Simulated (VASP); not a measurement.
# Zr (P6/mmm) in VASP: a series of runs

The runs below take Zr through relaxation of cell and atoms, with PBE.

Everything below comes from runs of VASP 6.6.1. Logs are shortened: lines on timing, memory, paths and dates and some standing lists are left out, and cuts for length are marked.

## (1) The cell of the first run

The structure is hexagonal, space group P6/mmm (No. 191). Conventional cell: a = 4.332 Å, b = 4.332 Å, c = 2.554 Å, α = 90.00°, β = 90.00°, γ = 120.00°. Within 3.4 Å of Zr (site symmetry 6/mmm) lie 14 Zr at 2.55 to 2.81 Å. Zr (site symmetry -6m2) has 11 Zr at 2.50 to 2.81 Å within 3.3 Å.

## (2) Relaxation of cell and atoms, PBE, target pressure 110 GPa, at which the enthalpy is minimised

File INCAR:

```
SYSTEM = Zr
  PREC = Accurate
  ENCUT = 600
  EDIFF = 1E-6
  ISMEAR = -1
  SIGMA = 0.08
  LREAL = .FALSE.
  LASPH = .TRUE.
  NELM = 100
  ALGO = Normal
  ISIF = 3
  LWAVE = .FALSE.
  LCHARG = .FALSE.
  GGA = PE
  IBRION = 2
  NSW = 32
  EDIFFG = -0.005
  PSTRESS = 1100.0
```

File KPOINTS:

```
Automatic mesh
0
G
  9 9 12
  0 0 0
```

File POSCAR:

```
Zr
1.0
    4.3317499553      0.0000000000      0.0000000000
   -2.1658749777      3.7514055042      0.0000000000
    0.0000000000      0.0000000000      2.5544403723
Zr
3
Direct
    0.0000000000      0.0000000000      0.0000000000
    0.3333333333      0.6666666667      0.5000000000
    0.6666666667      0.3333333333      0.5000000000
```

Potentials or basis: VASP PAW PBE potentials, release 64 (Zr_sv).

Run with:

```bash
cat potpaw_PBE.64/Zr_sv/POTCAR > POTCAR
mpirun -np 1 vasp_std > vasp.out
```

OUTCAR:

```text
SYSTEM = Zr
   PREC = Accurate
   ENCUT = 600
   EDIFF = 1E-6
   ISMEAR = -1
   LREAL = .FALSE.
   LASPH = .TRUE.
   NELM = 100
   ISIF = 3
   GGA = PE
   IBRION = 2
   NSW = 32
   EDIFFG = -0.005
   PSTRESS = 1100.0

 ion  position               nearest neighbor table
   1  0.000  0.000  0.000-   2 2.81   3 2.81   2 2.81   3 2.81   3 2.81   3 2.81   2 2.81   2 2.81
                             3 2.81   3 2.81   2 2.81   2 2.81
   2  0.333  0.667  0.500-   3 2.50   3 2.50   3 2.50   1 2.81   1 2.81   1 2.81   1 2.81   1 2.81
                             1 2.81   3 3.57   3 3.57   3 3.57   3 3.57   3 3.57   3 3.57
   3  0.667  0.333  0.500-   2 2.50   2 2.50   2 2.50   1 2.81   1 2.81   1 2.81   1 2.81   1 2.81
                             1 2.81   2 3.57   2 3.57   2 3.57   2 3.57   2 3.57   2 3.57

  LATTYP: Found a hexagonal cell.
 ALAT       =     4.3317499553
 C/A-ratio  =     0.5897017138

  Lattice vectors:

 A1 = (   4.3317499553,   0.0000000000,   0.0000000000)
 A2 = (  -2.1658749777,   3.7514055042,   0.0000000000)
 A3 = (   0.0000000000,   0.0000000000,   2.5544403723)

Analysis of symmetry for initial positions (statically):
=====================================================================
 Subroutine PRICEL returns:
 Original cell was already a primitive cell.

 Routine SETGRP: Setting up the symmetry group for a
 hexagonal supercell.

 Subroutine GETGRP returns: Found 24 space group operations
 (whereof 24 operations were pure point group operations)
 out of a pool of 24 trial point group operations.

The static configuration has the point symmetry D_6h.

Analysis of symmetry for dynamics (positions and initial velocities):
=====================================================================
 Subroutine PRICEL returns:
 Original cell was already a primitive cell.

 Routine SETGRP: Setting up the symmetry group for a
 hexagonal supercell.

 Subroutine GETGRP returns: Found 24 space group operations
 (whereof 24 operations were pure point group operations)
 out of a pool of 24 trial point group operations.

The dynamic configuration has the point symmetry D_6h.

 Subroutine INISYM returns: Found 24 space group operations
 (whereof 24 operations are pure point group operations),
 and found     1 'primitive' translations

----------------------------------------------------------------------------------------

                                     Primitive cell

  volume of cell :      41.5100

  direct lattice vectors                    reciprocal lattice vectors
     4.331749955  0.000000000  0.000000000     0.230853583  0.133283379  0.000000000
    -2.165874978  3.751405504  0.000000000     0.000000000  0.266566757  0.000000000
     0.000000000  0.000000000  2.554440372     0.000000000  0.000000000  0.391475178

  length of vectors
     4.331749955  4.331749955  2.554440372     0.266566757  0.266566757  0.391475178

  position of ions in fractional coordinates (direct lattice)
     0.000000000  0.000000000  0.000000000
     0.333333333  0.666666667  0.500000000
     0.666666667  0.333333333  0.500000000

  ion indices of the primitive-cell ions
   primitive index   ion index
                 1           1
                 2           2
                 3           3

----------------------------------------------------------------------------------------

 KPOINTS: Automatic mesh

Automatic generation of k-mesh.
 Grid dimensions read from file:
 generate k-points for:    9    9   12

 Generating k-lattice:

  Cartesian coordinates                     Fractional coordinates (reciprocal lattice)
     0.025650398  0.014809264  0.000000000     0.111111111 -0.000000000  0.000000000
     0.000000000  0.029618529  0.000000000     0.000000000  0.111111111  0.000000000
     0.000000000  0.000000000  0.032622932     0.000000000  0.000000000  0.083333333

  Length of vectors
     0.029618529  0.029618529  0.032622932

  Shift w.r.t. Gamma in fractional coordinates (k-lattice)
     0.000000000  0.000000000  0.000000000

 Subroutine IBZKPT returns following result:
 ===========================================

 Found     84 irreducible k-points:

 Following reciprocal coordinates:
            Coordinates               Weight
  0.000000  0.000000  0.000000      1.000000
  0.111111 -0.000000  0.000000      6.000000
  0.222222 -0.000000  0.000000      6.000000
  0.333333 -0.000000  0.000000      6.000000
  0.444444 -0.000000  0.000000      6.000000
  0.111111  0.111111  0.000000      6.000000
[... 16 lines left out ...]
  0.333333  0.222222  0.083333     24.000000
  0.333333  0.333333  0.083333      4.000000
 [... further k-points ...]
   k-points           NKPTS =     84   k-points in BZ     NKDIM =     84   number of bands    NBANDS=     22
   number of dos      NEDOS =    301   number of ions     NIONS =      3
   total plane-waves  NPLWV =  25920
   dimension x,y,z NGX =    36 NGY =   36 NGZ =   20
   dimension x,y,z NGXF=    72 NGYF=   72 NGZF=   40
   ions per type =               3
   NGX,Y,Z   is equivalent  to a cutoff of  13.82, 13.82, 13.02 a.u.
   NGXF,Y,Z  is equivalent  to a cutoff of  27.63, 27.63, 26.03 a.u.
 SYSTEM =  Zr
   PREC   = accura    normal or accurate (medium, high low for compatibility)
   ISTART =      0    job   : 0-new  1-cont  2-samecut
   ICHARG =      2    charge: 1-file 2-atom 10-const
   ISPIN  =      1    spin polarized calculation?
   LNONCOLLINEAR =      F non collinear calculations
   LSORBIT =      F    spin-orbit coupling
   LASPH  =      T    aspherical Exc in radial PAW
   ENCUT  =  600.0 eV  44.10 Ry    6.64 a.u.   8.65  8.65  5.10*2*pi/ulx,y,z
   NELM   =    100;   NELMIN=  2; NELMDL= -5     # of ELM steps
   EDIFF  = 0.1E-05   stopping-criterion for ELM
   LREAL  =      F    real-space projection
   EDIFFG = -.5E-02   stopping-criterion for IOM
   NSW    =     32    number of steps for IOM
   IBRION =      2    ionic relax: 0-MD 1-quasi-New 2-CG
   NFREE  =      1    steps in history (QN), initial steepest desc. (CG)
   ISIF   =      3    stress and relaxation
   ISYM   =      2    0-nonsym 1-usesym 2-fastsym
   POTIM  = 0.5000    time-step for ionic-motion
   TEBEG  =    0.0;   TEEND  =   0.0 temperature during run
   PSTRESS= 1100.0 pullay stress
   NELECT =      36.0000    total number of electrons
   NUPDOWN=      -1.0000    fix difference up-down
   EMIN   =  10.00;   EMAX   =-10.00  energy-range for DOS
   EFERMI =   0.00;   METHOD = LEGACY
   ISMEAR =    -1;   SIGMA  =   0.08  broadening in eV -4-tet -1-fermi 0-gaus
   EFERMI_NEDOS =   21; number of points for ismear=-14 and -15
   IALGO  =     38    algorithm
   IMIX   =      4    mixing-type and parameters
     AMIX     =   0.40;   BMIX     =  1.00
     AMIX_MAG =   1.60;   BMIX_MAG =  1.00
  volume/ion in A,a.u.               =      13.84        93.37
  Fermi-wavevector in a.u.,A,eV,Ry     =   1.561198  2.950236 33.162007  2.437339
  Thomas-Fermi vector in A             =   2.664298
   LORBIT       =      0    0 simple, 1 ext, 2 COOP (PROOUT), +10 PAW based schemes
   GGA     = PE    functional components
   LHFCALC =     F    Hartree Fock is set to
   AEXX    =    0.0000 exact exchange contribution
   IVDW    =     0    specifies the selected vdW correction
   LEPSILON=     F    determine dielectric tensor
   LRPA    =     F    only Hartree local field effects (RPA)
 conjugate gradient relaxation of ions
 non-spin polarized calculation
  energy-cutoff  :      600.00
  volume of cell :       41.51
 maximum number of plane-waves:      1408
 NGX is ok and might be reduce to    36
   NGX = 17   NGY = 17   NGZ = 11

--------------------------------------- Ionic step        1  -------------------------------------------

 number of electron      36.0000000 magnetization

 Free energy of the ion-electron system (eV)
  ---------------------------------------------------
  ext. energy  EPLUGINS =         0.00000000
  ---------------------------------------------------
  free energy    TOTEN  =       -18.76581176 eV

  energy without entropy =      -18.70260464  energy(sigma->0) =      -18.73420820

------------------------ aborting loop because EDIFF is reached ----------------------------------------

  FORCE on cell =-STRESS in cart. coord.  units (eV):
  Direction    XX          YY          ZZ          XY          YZ          ZX
  --------------------------------------------------------------------------------------
  -------------------------------------------------------------------------------------
  Total       28.6474807     28.6474807     28.7028685     -0.0000000      0.0000000      0.0000000
  in kB     1105.7166703   1105.7166703   1107.8544920     -0.0000000      0.0000000      0.0000000
  external PRESSURE =       6.4292775 kB  Pullay stress =    1100.0000000 kB

 VOLUME and BASIS-vectors are now :
 -----------------------------------------------------------------------------
  energy-cutoff  :      600.00
  volume of cell :       41.51
      direct lattice vectors                 reciprocal lattice vectors
     4.331749955  0.000000000  0.000000000     0.230853583  0.133283379  0.000000000
    -2.165874978  3.751405504  0.000000000     0.000000000  0.266566757  0.000000000
     0.000000000  0.000000000  2.554440372     0.000000000  0.000000000  0.391475178
[... 204 lines left out ...]
  FREE ENERGIE OF THE ION-ELECTRON SYSTEM (eV)
  ---------------------------------------------------
  free  energy   TOTEN  =       -18.8172078190 eV

  energy  without entropy=      -18.7538501254  energy(sigma->0) =      -18.78552897

  enthalpy is  TOTEN    =         9.7334118764 eV   P V=       28.5506196954

--------------------------------------- Ionic step        7  -------------------------------------------

 number of electron      36.0000000 magnetization

 Free energy of the ion-electron system (eV)
  ---------------------------------------------------
  ext. energy  EPLUGINS =         0.00000000
  ---------------------------------------------------
  free energy    TOTEN  =       -18.81917973 eV

  energy without entropy =      -18.75587892  energy(sigma->0) =      -18.78752933

 E-fermi :  15.8829     XC(G=0): -13.6850

 val. band max:       15.8574168491   @ k =   0.2222  -0.0000   0.0000
 cond. band min:      15.8896185210   @ k =   0.2222   0.2222   0.2500
 fundamental gap:      0.0322016718
 Fermi energy:        15.8828577351

 k-point     1 :       0.0000    0.0000    0.0000
  band No.  band energies     occupation
      1     -32.8411      2.00000
      2     -31.7194      2.00000
      3     -31.5882      2.00000
      4     -11.7865      2.00000
      5     -11.7865      2.00000
      6     -11.1160      2.00000
[... 14 lines left out ...]
     21      17.7964      0.00000
     22      17.7964      0.00000
[... 552 lines left out ...]
  band No.  band energies     occupation
      1     -32.0885      2.00000
      2     -32.0885      2.00000
      3     -31.9494      2.00000
      4     -12.0775      2.00000
      5     -11.4223      2.00000
      6     -11.4223      2.00000
[... 14 lines left out ...]
     21      18.1181      0.00000
     22      18.6715      0.00000

 [... further k-points ...]

------------------------ aborting loop because EDIFF is reached ----------------------------------------

  FORCE on cell =-STRESS in cart. coord.  units (eV):
  Direction    XX          YY          ZZ          XY          YZ          ZX
  --------------------------------------------------------------------------------------
  -------------------------------------------------------------------------------------
  Total       28.5455395     28.5455395     28.5406856     -0.0000000      0.0000000      0.0000000
  in kB     1099.7290658   1099.7290659   1099.5420645     -0.0000000      0.0000000      0.0000000
  external PRESSURE =      -0.3332679 kB  Pullay stress =    1100.0000000 kB

 VOLUME and BASIS-vectors are now :
 -----------------------------------------------------------------------------
  energy-cutoff  :      600.00
  volume of cell :       41.59
      direct lattice vectors                 reciprocal lattice vectors
     4.332768145 -0.000000000  0.000000000     0.230799333  0.133252057  0.000000000
    -2.166384073  3.752287283 -0.000000000     0.000000000  0.266504115 -0.000000000
    -0.000000000  0.000000000  2.558006263    -0.000000000  0.000000000  0.390929457

 POSITION                                       TOTAL-FORCE (eV/Angst)
 -----------------------------------------------------------------------------------
     -0.00000      0.00000      2.55801        -0.000000     -0.000000      0.000000
     -0.00000      2.50152      1.27900         0.000000     -0.000000     -0.000000
      2.16638      1.25076      1.27900        -0.000000      0.000000      0.000000
 -----------------------------------------------------------------------------------
    total drift:                                0.000000     -0.000000     -0.000000

  FREE ENERGIE OF THE ION-ELECTRON SYSTEM (eV)
  ---------------------------------------------------
  free  energy   TOTEN  =       -18.8191797301 eV

  energy  without entropy=      -18.7558789206  energy(sigma->0) =      -18.78752933

  enthalpy is  TOTEN    =         9.7333924073 eV   P V=       28.5525721373

 reached required accuracy - stopping structural energy minimisation
```

Run time: 4.2 min. Hardware: 1 thread of Intel Xeon 6975P-C, shared host; peak memory 0.22 GiB.

Results:

```yaml
Free_energy: -18.8192 eV
Relaxed_volume: 13.86 Å³/atom
Relaxed_cell: a = 4.333 Å, b = 4.333 Å, c = 2.558 Å, α = 90.00°, β = 90.00°, γ = 120.00°
Space_group_after_relaxing_to_0.05_Å: P6/mmm (No. 191)
Energy_change_on_relaxing_the_enthalpy_is_what_falls: -17.8 meV/atom
Ionic_steps: 7
Pressure_after_relaxing: 110.0 GPa
Band_gap_on_the_k_mesh: zero (band 18 reaches 16.69 eV, above the bottom of band 19 at 15.03 eV)
```

Step by step:
| step | energy change (eV) | largest force (eV/Å) | pressure (GPa) | volume (Å³) |
| --- | --- | --- | --- | --- |
| 1 | 0.0000 | 0.0000 | 110.64 | 41.51 |
| 2 | -0.2278 | 0.0000 | 107.62 | 41.84 |
| 3 | -0.0489 | 0.0000 | 109.99 | 41.58 |
| 4 | -0.0499 | 0.0000 | 110.00 | 41.58 |
| 5 | -0.1392 | 0.0000 | 108.80 | 41.71 |
| 6 | -0.0514 | 0.0000 | 109.95 | 41.58 |
| 7 | -0.0534 | 0.0000 | 109.97 | 41.59 |

Final structure:
```
Zr
1.0
     4.33277    0.00000    0.00000
    -2.16638    3.75229    0.00000
     0.00000    0.00000    2.55801
Zr
3
Cartesian
  0.0000 0.0000 2.5580
  0.0000 2.5015 1.2790
  2.1664 1.2508 1.2790
```

Caveat: the cell is relaxed towards a set pressure, so the enthalpy falls and the energy may rise.

## (3) Relaxation of cell and atoms, PBE, target pressure 110 GPa, at which the enthalpy is minimised

This run uses another cell than the first one, of 14.01 Å³/atom, 1.013 times its volume.

File INCAR:

```
PREC = Accurate
ENCUT = 600
EDIFF = 1E-7
ISMEAR = -1
SIGMA = 0.08
LREAL = F
LASPH = T
NELM = 80
ALGO = Normal
ISIF = 3
LWAVE = F
LCHARG = F
GGA = PE
IBRION = 2
NSW = 60
EDIFFG = -0.005
PSTRESS = 1100.0
```

File KPOINTS:

```
regular mesh
0
Gamma
  9 9 12
```

File POSCAR:

```
Zr
1.0
    4.2780867251      0.0000000000      0.0000000000
   -2.1390433626      3.7049317835      0.0000000000
    0.0000000000      0.0000000000      2.6524137696
Zr
3
Direct
    0.0000000000      0.0000000000      0.0000000000
    0.3333333333      0.6666666667      0.5000000000
    0.6666666667      0.3333333333      0.5000000000
```

Potentials or basis: VASP PAW PBE potentials, release 64 (Zr_sv).

Run with:

```bash
cat potpaw_PBE.64/Zr_sv/POTCAR > POTCAR
mpirun -np 1 vasp_std > vasp.out
```

Wall time 6.5 min (1 thread of Intel Xeon 6975P-C, shared host); peak memory 0.24 GiB.

Results (log left out):

| Item | Value |
| --- | --- |
| Free energy | -18.8162 eV |
| Relaxed volume | 13.86 Å³/atom |
| Relaxed cell | a = 4.333 Å, b = 4.333 Å, c = 2.558 Å, α = 90.00°, β = 90.00°, γ = 120.00° |
| Space group after relaxing (to 0.05 Å) | P6/mmm (No. 191) |
| Energy change on relaxing (the enthalpy is what falls) | +85.6 meV/atom |
| Ionic steps | 7 |
| Pressure after relaxing | 110.0 GPa |
| Band gap on the k mesh | zero (band 18 reaches 16.69 eV, above the bottom of band 19 at 15.03 eV) |

Step by step:
```tsv
step	energy change (eV)	largest force (eV/Å)	pressure (GPa)	volume (Å³)
1	0.0000	0.0000	108.38	42.04
2	0.5649	0.0000	113.97	41.14
3	0.4451	0.0000	112.73	41.31
4	-0.3518	0.0000	101.27	42.51
5	0.2490	0.0000	109.92	41.59
6	0.2529	0.0000	109.98	41.59
7	0.2569	0.0000	110.02	41.58
```

Final structure:
```
Zr
1.0
     4.33252    0.00000    0.00000
    -2.16626    3.75207    0.00000
     0.00000    0.00000    2.55800
Zr
3
Direct
  0.00000 0.00000 0.00000
  0.33333 0.66667 0.50000
  0.66667 0.33333 0.50000
```

Levels at points of the mesh, in eV from the Fermi level:
| k point | band 15 | band 16 | band 17 | band 18 | band 19 | band 20 | band 21 | band 22 |
| --- | --- | --- | --- | --- | --- | --- | --- | --- |
| (0.00, 0.00, 0.00) | -0.43 | 0.05 | 0.05 | 0.22 | 0.22 | 0.26 | 1.91 | 1.91 |
| (0.00, 0.00, 0.50) | -3.52 | -3.52 | -0.62 | 0.63 | 1.15 | 1.15 | 3.03 | 3.03 |

Caveat: the cell is relaxed towards a set pressure, so the enthalpy falls and the energy may rise.
